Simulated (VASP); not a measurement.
# Cu (I4/mmm) in VASP: notebook

The runs below take Cu through single point, relaxation of cell and atoms, with PBE.

All numbers are computed with VASP 6.6.1; they aren't measurements. Logs are shortened: lines on timing, memory, paths and dates and some standing lists are left out, and cuts for length are marked.

## (1) The cell of the first run

It takes space group I4/mmm (No. 139, tetragonal). Conventional cell: a = 2.922 Å, b = 2.922 Å, c = 2.776 Å, α = 90.00°, β = 90.00°, γ = 90.00°. Cu (site symmetry 4/mmm) has 14 Cu at 2.49 to 2.92 Å within 3.3 Å.

## (2) Single point, PBE (biaxial strain in the a-b plane: -1.0 %)

INCAR reads:

```
SYSTEM = Cu
ALGO     = Normal         ! electronic algorithm
EDIFF    = 1E-6           ! SCF threshold, eV
ENCUT    = 820            ! plane-wave cutoff, eV
GGA      = PE             ! functional
GGA_COMPAT= .FALSE.      
ISIF     = 2              ! what is computed and relaxed
ISMEAR   = 0              ! smearing method
LASPH    = .TRUE.         ! aspherical terms in the spheres
LCHARG   = .TRUE.         ! write CHGCAR
LELF     = .TRUE.         ! ELF
LREAL    = .FALSE.        ! projectors in reciprocal space
LVHAR    = .TRUE.       
LWAVE    = .FALSE.        ! write WAVECAR
NBANDS   = 26             ! bands
NELM     = 120            ! most SCF steps
PREC     = Accurate       ! precision mode
SIGMA    = 0.1            ! smearing width, eV
```

KPOINTS reads:

```
k-points
0
G
  14 14 16
  0 0 0
```

POSCAR reads:

```
Cu
1.0
    2.9215512269      0.0000000000      0.0000000000
    0.0000000000      2.9215512269      0.0000000000
    0.0000000000      0.0000000000      2.7756654569
Cu
2
Direct
    0.0000000000      0.0000000000      0.0000000000
    0.5000000000      0.5000000000      0.5000000000
```

Potentials or basis: VASP PAW PBE potentials, release 64 (Cu_sv_GW).

The run is started by

```
cat potpaw_PBE.64/Cu_sv_GW/POTCAR > POTCAR
mpirun -np 1 vasp_std > vasp.out
```

OUTCAR:

```text
SYSTEM = Cu
   EDIFF = 1E-6
   ENCUT = 820
   GGA = PE
   ISIF = 2
   ISMEAR = 0
   LASPH = .TRUE.
   LREAL = .FALSE.
   NELM = 120
   PREC = Accurate

 ion  position               nearest neighbor table
   1  0.000  0.000  0.000-   2 2.49   2 2.49   2 2.49   2 2.49   2 2.49   2 2.49   2 2.49   2 2.49

   2  0.500  0.500  0.500-   1 2.49   1 2.49   1 2.49   1 2.49   1 2.49   1 2.49   1 2.49   1 2.49

  LATTYP: Found a simple tetragonal cell.
 ALAT       =     2.9215512269
 C/A-ratio  =     0.9500656471

  Lattice vectors:

 A1 = (   2.9215512269,   0.0000000000,   0.0000000000)
 A2 = (   0.0000000000,   2.9215512269,   0.0000000000)
 A3 = (   0.0000000000,   0.0000000000,   2.7756654569)

Analysis of symmetry for initial positions (statically):
=====================================================================
 Subroutine PRICEL returns following result:

  LATTYP: Found a body centered tetragonal cell.
 ALAT       =     2.9215512269
 C/A-ratio  =     0.9500656471

  Lattice vectors:

 A1 = (  -1.4607756135,  -1.4607756135,  -1.3878327285)
 A2 = (   1.4607756135,   1.4607756135,  -1.3878327285)
 A3 = (   1.4607756135,  -1.4607756135,   1.3878327285)

   2 primitive cells build up your supercell.

 Routine SETGRP: Setting up the symmetry group for a
 simple tetragonal supercell.

 Subroutine GETGRP returns: Found 16 space group operations
 (whereof 16 operations were pure point group operations)
 out of a pool of 16 trial point group operations.

The static configuration has the point symmetry D_4h.

Analysis of symmetry for dynamics (positions and initial velocities):
=====================================================================
 Subroutine PRICEL returns following result:

  LATTYP: Found a body centered tetragonal cell.
 ALAT       =     2.9215512269
 C/A-ratio  =     0.9500656471

  Lattice vectors:

 A1 = (  -1.4607756135,  -1.4607756135,  -1.3878327285)
 A2 = (   1.4607756135,   1.4607756135,  -1.3878327285)
 A3 = (   1.4607756135,  -1.4607756135,   1.3878327285)

   2 primitive cells build up your supercell.

 Routine SETGRP: Setting up the symmetry group for a
 simple tetragonal supercell.

 Subroutine GETGRP returns: Found 16 space group operations
 (whereof 16 operations were pure point group operations)
 out of a pool of 16 trial point group operations.

The dynamic configuration has the point symmetry D_4h.

 Subroutine INISYM returns: Found 16 space group operations
 (whereof 16 operations are pure point group operations),
 and found     2 'primitive' translations

----------------------------------------------------------------------------------------

                                     Primitive cell

  volume of cell :      11.8458

  direct lattice vectors                    reciprocal lattice vectors
    -1.460775613 -1.460775613 -1.387832728     0.000000000 -0.342283918 -0.360273965
     1.460775613  1.460775613 -1.387832728     0.342283918  0.000000000 -0.360273965
     1.460775613 -1.460775613  1.387832728     0.342283918 -0.342283918  0.000000000

  length of vectors
     2.488736721  2.488736721  2.488736721     0.496946285  0.496946285  0.484062559

  position of ions in fractional coordinates (direct lattice)
     0.000000000  0.000000000  0.000000000

  ion indices of the primitive-cell ions
   primitive index   ion index
                 1           1

----------------------------------------------------------------------------------------

 KPOINTS: k-points

Automatic generation of k-mesh.
 Grid dimensions read from file:
 generate k-points for:   14   14   16

 Generating k-lattice:

  Cartesian coordinates                     Fractional coordinates (reciprocal lattice)
     0.024448851  0.000000000  0.000000000     0.071428571  0.000000000  0.000000000
     0.000000000  0.024448851  0.000000000     0.000000000  0.071428571  0.000000000
     0.000000000  0.000000000  0.022517123     0.000000000  0.000000000  0.062500000

  Length of vectors
     0.024448851  0.024448851  0.022517123

  Shift w.r.t. Gamma in fractional coordinates (k-lattice)
     0.000000000  0.000000000  0.000000000

 Subroutine IBZKPT returns following result:
 ===========================================

 Found    324 irreducible k-points:

 Following reciprocal coordinates:
            Coordinates               Weight
  0.000000  0.000000  0.000000      1.000000
  0.071429  0.000000  0.000000      4.000000
  0.142857  0.000000  0.000000      4.000000
  0.214286  0.000000  0.000000      4.000000
  0.285714  0.000000  0.000000      4.000000
  0.357143  0.000000  0.000000      4.000000
[... 16 lines left out ...]
  0.285714  0.214286  0.000000      8.000000
  0.357143  0.214286  0.000000      8.000000
 [... further k-points ...]
   k-points           NKPTS =    324   k-points in BZ     NKDIM =    324   number of bands    NBANDS=     26
   number of dos      NEDOS =    301   number of ions     NIONS =      2
   total plane-waves  NPLWV =  21952
   dimension x,y,z NGX =    28 NGY =   28 NGZ =   28
   dimension x,y,z NGXF=    56 NGYF=   56 NGZF=   56
   ions per type =               2
   NGX,Y,Z   is equivalent  to a cutoff of  15.93, 15.93, 16.77 a.u.
   NGXF,Y,Z  is equivalent  to a cutoff of  31.87, 31.87, 33.54 a.u.
 SYSTEM =  Cu
   PREC   = accura    normal or accurate (medium, high low for compatibility)
   ISTART =      0    job   : 0-new  1-cont  2-samecut
   ICHARG =      2    charge: 1-file 2-atom 10-const
   ISPIN  =      1    spin polarized calculation?
   LNONCOLLINEAR =      F non collinear calculations
   LSORBIT =      F    spin-orbit coupling
   LASPH  =      T    aspherical Exc in radial PAW
   ENCUT  =  820.0 eV  60.27 Ry    7.76 a.u.   6.82  6.82  6.48*2*pi/ulx,y,z
   NELM   =    120;   NELMIN=  2; NELMDL= -5     # of ELM steps
   EDIFF  = 0.1E-05   stopping-criterion for ELM
   LREAL  =      F    real-space projection
   EDIFFG = 0.1E-04   stopping-criterion for IOM
   NSW    =      0    number of steps for IOM
   IBRION =     -1    ionic relax: 0-MD 1-quasi-New 2-CG
   NFREE  =      0    steps in history (QN), initial steepest desc. (CG)
   ISIF   =      2    stress and relaxation
   ISYM   =      2    0-nonsym 1-usesym 2-fastsym
   POTIM  = 0.5000    time-step for ionic-motion
   TEBEG  =    0.0;   TEEND  =   0.0 temperature during run
   PSTRESS=    0.0 pullay stress
   NELECT =      38.0000    total number of electrons
   NUPDOWN=      -1.0000    fix difference up-down
   EMIN   =  10.00;   EMAX   =-10.00  energy-range for DOS
   EFERMI =   0.00;   METHOD = LEGACY
   ISMEAR =     0;   SIGMA  =   0.10  broadening in eV -4-tet -1-fermi 0-gaus
   EFERMI_NEDOS =   21; number of points for ismear=-14 and -15
   IALGO  =     38    algorithm
   IMIX   =      4    mixing-type and parameters
     AMIX     =   0.40;   BMIX     =  1.00
     AMIX_MAG =   1.60;   BMIX_MAG =  1.00
  volume/ion in A,a.u.               =      11.85        79.94
  Fermi-wavevector in a.u.,A,eV,Ry     =   1.916335  3.621347 49.965191  3.672338
  Thomas-Fermi vector in A             =   2.951818
   LORBIT       =      0    0 simple, 1 ext, 2 COOP (PROOUT), +10 PAW based schemes
   GGA     = PE    functional components
   LHFCALC =     F    Hartree Fock is set to
   AEXX    =    0.0000 exact exchange contribution
   IVDW    =     0    specifies the selected vdW correction
   LEPSILON=     F    determine dielectric tensor
   LRPA    =     F    only Hartree local field effects (RPA)
 non-spin polarized calculation
 Gauss-broadening in eV      SIGMA  =   0.10
  energy-cutoff  :      820.00
  volume of cell :       23.69
 maximum number of plane-waves:      1289
 NGX is ok and might be reduce to    28
   NGX = 13   NGY = 13   NGZ = 13

 number of electron      37.9999981 magnetization

 Free energy of the ion-electron system (eV)
  ---------------------------------------------------
  ext. energy  EPLUGINS =         0.00000000
  ---------------------------------------------------
  free energy    TOTEN  =        -7.52200724 eV

  energy without entropy =       -7.51921337  energy(sigma->0) =       -7.52061031

 E-fermi :   7.5669     XC(G=0): -13.3410

 val. band max:        7.5652314089   @ k =   0.4286   0.1429   0.4375
 cond. band min:       7.5712131363   @ k =   0.4286   0.3571   0.0000
 fundamental gap:      0.0059817274
 Fermi energy:         7.5668516482

 k-point     1 :       0.0000    0.0000    0.0000
  band No.  band energies     occupation
      1    -105.0293      2.00000
      2    -105.0021      2.00000
      3     -62.4275      2.00000
      4     -62.4275      2.00000
      5     -62.4199      2.00000
      6     -62.3445      2.00000
[... 18 lines left out ...]
     25      23.7687      0.00000
     26      32.0707      0.00000

 k-point     2 :       0.0714    0.0000    0.0000
  band No.  band energies     occupation
      1    -105.0288      2.00000
      2    -105.0025      2.00000
      3     -62.4270      2.00000
      4     -62.4265      2.00000
      5     -62.4191      2.00000
      6     -62.3455      2.00000
[... 18 lines left out ...]
     25      23.9685      0.00000
     26      31.2447      0.00000

 k-point     3 :       0.1429    0.0000    0.0000
  band No.  band energies     occupation
      1    -105.0278      2.00000
      2    -105.0032      2.00000
      3     -62.4249      2.00000
      4     -62.4229      2.00000
      5     -62.4160      2.00000
      6     -62.3481      2.00000
[... 18 lines left out ...]
     25      25.0447      0.00000
     26      29.7424      0.00000

 k-point     4 :       0.2143    0.0000    0.0000
  band No.  band energies     occupation
      1    -105.0259      2.00000
      2    -105.0048      2.00000
      3     -62.4221      2.00000
      4     -62.4176      2.00000
      5     -62.4116      2.00000
      6     -62.3544      2.00000
[... 18 lines left out ...]
     25      27.4265      0.00000
     26      28.0714      0.00000

 k-point     5 :       0.2857    0.0000    0.0000
  band No.  band energies     occupation
      1    -105.0236      2.00000
      2    -105.0067      2.00000
      3     -62.4176      2.00000
      4     -62.4105      2.00000
      5     -62.4054      2.00000
      6     -62.3637      2.00000
[... 18 lines left out ...]
     25      26.3260      0.00000
     26      26.9166      0.00000

 k-point     6 :       0.3571    0.0000    0.0000
  band No.  band energies     occupation
      1    -105.0209      2.00000
      2    -105.0094      2.00000
      3     -62.4120      2.00000
      4     -62.4023      2.00000
      5     -62.3983      2.00000
      6     -62.3741      2.00000
[... 427 lines left out ...]
 k-point    21 :       0.5000    0.1429    0.0000
  band No.  band energies     occupation
      1    -105.0148      2.00000
      2    -105.0148      2.00000
      3     -62.4150      2.00000
      4     -62.4150      2.00000
      5     -62.3812      2.00000
      6     -62.3812      2.00000
[... 18 lines left out ...]
     25      25.3217      0.00000
     26      25.3303      0.00000

 k-point    22 :       0.2143    0.2143    0.0000
  band No.  band energies     occupation
      1    -105.0234      2.00000
      2    -105.0069      2.00000
      3     -62.4367      2.00000
      4     -62.4049      2.00000
      5     -62.3923      2.00000
      6     -62.3836      2.00000
[... 18 lines left out ...]
     25      26.6116      0.00000
     26      28.8591      0.00000

 k-point    23 :       0.2857    0.2143    0.0000
  band No.  band energies     occupation
      1    -105.0215      2.00000
      2    -105.0085      2.00000
      3     -62.4380      2.00000
      4     -62.4001      2.00000
      5     -62.3955      2.00000
      6     -62.3827      2.00000
[... 18 lines left out ...]
     25      27.6867      0.00000
     26      28.4845      0.00000

 k-point    24 :       0.3571    0.2143    0.0000
  band No.  band energies     occupation
      1    -105.0194      2.00000
      2    -105.0102      2.00000
      3     -62.4368      2.00000
      4     -62.4074      2.00000
      5     -62.3940      2.00000
      6     -62.3728      2.00000
[... 18 lines left out ...]
     25      27.0870      0.00000
     26      27.6182      0.00000

 [... further k-points ...]

------------------------ aborting loop because EDIFF is reached ----------------------------------------

  FORCE on cell =-STRESS in cart. coord.  units (eV):
  Direction    XX          YY          ZZ          XY          YZ          ZX
  --------------------------------------------------------------------------------------
  -------------------------------------------------------------------------------------
  Total        0.0271989      0.0271989      0.0685868      0.0000000      0.0000000      0.0000000
  in kB        1.8393627      1.8393627      4.6382802      0.0000000      0.0000000      0.0000000
  external PRESSURE =       2.7723352 kB  Pullay stress =       0.0000000 kB

 VOLUME and BASIS-vectors are now :
 -----------------------------------------------------------------------------
  energy-cutoff  :      820.00
  volume of cell :       23.69
      direct lattice vectors                 reciprocal lattice vectors
     2.921551227  0.000000000  0.000000000     0.342283918  0.000000000  0.000000000
     0.000000000  2.921551227  0.000000000     0.000000000  0.342283918  0.000000000
     0.000000000  0.000000000  2.775665457     0.000000000  0.000000000  0.360273965

 POSITION                                       TOTAL-FORCE (eV/Angst)
 -----------------------------------------------------------------------------------
      0.00000      0.00000      0.00000        -0.000000     -0.000000     -0.000000
      1.46078      1.46078      1.38783         0.000000      0.000000      0.000000
 -----------------------------------------------------------------------------------
    total drift:                                0.000000      0.000000      0.000000

  FREE ENERGIE OF THE ION-ELECTRON SYSTEM (eV)
  ---------------------------------------------------
  free  energy   TOTEN  =        -7.5220072447 eV

  energy  without entropy=       -7.5192133674  energy(sigma->0) =       -7.52061031
```

It took 5 min on 1 thread of Intel Xeon Platinum 8259CL at 2.50GHz (Skylake/Cascade Lake), shared host; peak memory 0.47 GiB.

Results:

* Free energy: -7.5220 eV
* Pressure: 0.3 GPa
* Band gap on the k mesh: zero (bands 19 and 20 overlap by 7.65 eV)

Stress tensor (GPa, compression positive):
```
0.18 0.00 0.00
0.00 0.18 0.00
0.00 0.00 0.46
```

Caveat: the cell differs from its parent crystal (biaxial strain in the a-b plane: -1.0 %).

## (3) Single point, PBE (biaxial strain in the a-b plane: -2.0 %)

INCAR reads:

```
ALGO     = Normal         # electronic algorithm
EDIFF    = 1E-6           # SCF threshold, eV
ENCUT    = 820            # plane-wave cutoff, eV
GGA      = PE             # functional
GGA_COMPAT= False        
ISIF     = 2              # what is computed and relaxed
ISMEAR   = 0              # smearing method
LASPH    = True           # aspherical terms in the spheres
LCHARG   = True           # write CHGCAR
LELF     = True           # ELF
LREAL    = False          # projectors in reciprocal space
LVHAR    = True         
LWAVE    = False          # write WAVECAR
NBANDS   = 26             # bands
NELM     = 120            # most SCF steps
PREC     = Accurate       # precision mode
SIGMA    = 0.1            # smearing width, eV
```

KPOINTS reads:

```
k-points
0
Gamma
  14 14 16
```

POSCAR reads:

```
Cu
1.0
    2.8920406084      0.0000000000      0.0000000000
    0.0000000000      2.8920406084      0.0000000000
    0.0000000000      0.0000000000      2.7922201216
Cu
2
Direct
    0.0000000000      0.0000000000      0.0000000000
    0.5000000000      0.5000000000      0.5000000000
```

Potentials or basis: VASP PAW PBE potentials, release 64 (Cu_sv_GW).

The run is started by

```
cat potpaw_PBE.64/Cu_sv_GW/POTCAR > POTCAR
mpirun -np 1 vasp_std > vasp.out
```

Run time: 5.2 min. Hardware: 1 thread of Intel Xeon Platinum 8259CL at 2.50GHz (Skylake/Cascade Lake), shared host; peak memory 0.46 GiB.

Results (log left out):

```
Free energy            : -7.5160 eV
Pressure               : 2.5 GPa
Band gap on the k mesh : zero (bands 19 and 20 overlap by 7.74 eV)
```

Stress tensor (GPa, compression positive):
```
2.42 0.00 0.00
0.00 2.42 0.00
0.00 0.00 2.55
```

Levels at points of the mesh, in eV from the Fermi level:
| k point | band 15 | band 16 | band 17 | band 18 | band 19 | band 20 | band 21 | band 22 | band 23 | band 24 |
| --- | --- | --- | --- | --- | --- | --- | --- | --- | --- | --- |
| (0.00, 0.00, 0.00) | -2.17 | -2.02 | -1.52 | -1.52 | -1.48 | 7.74 | 7.74 | 9.09 | 13.33 | 13.83 |
| (0.50, 0.00, 0.00) | -2.74 | -2.74 | -2.30 | -2.30 | -1.39 | -1.39 | 14.10 | 14.10 | 15.35 | 15.35 |
| (0.50, 0.50, 0.00) | -2.02 | -2.02 | -1.35 | -1.35 | -0.86 | -0.86 | 4.14 | 4.14 | 18.17 | 18.17 |
| (0.00, 0.00, 0.50) | -2.88 | -2.88 | -2.35 | -2.35 | -1.12 | -1.12 | 14.48 | 14.48 | 14.48 | 14.48 |
| (0.50, 0.00, 0.50) | -1.92 | -1.92 | -1.33 | -1.33 | -0.59 | -0.59 | 4.52 | 4.52 | 17.25 | 17.25 |
| (0.50, 0.50, 0.50) | -1.99 | -1.99 | -1.92 | -1.92 | 6.35 | 6.35 | 6.60 | 6.60 | 6.60 | 6.60 |

Caveat: the cell differs from its parent crystal (biaxial strain in the a-b plane: -2.0 %).

[end of part 1 of 2]
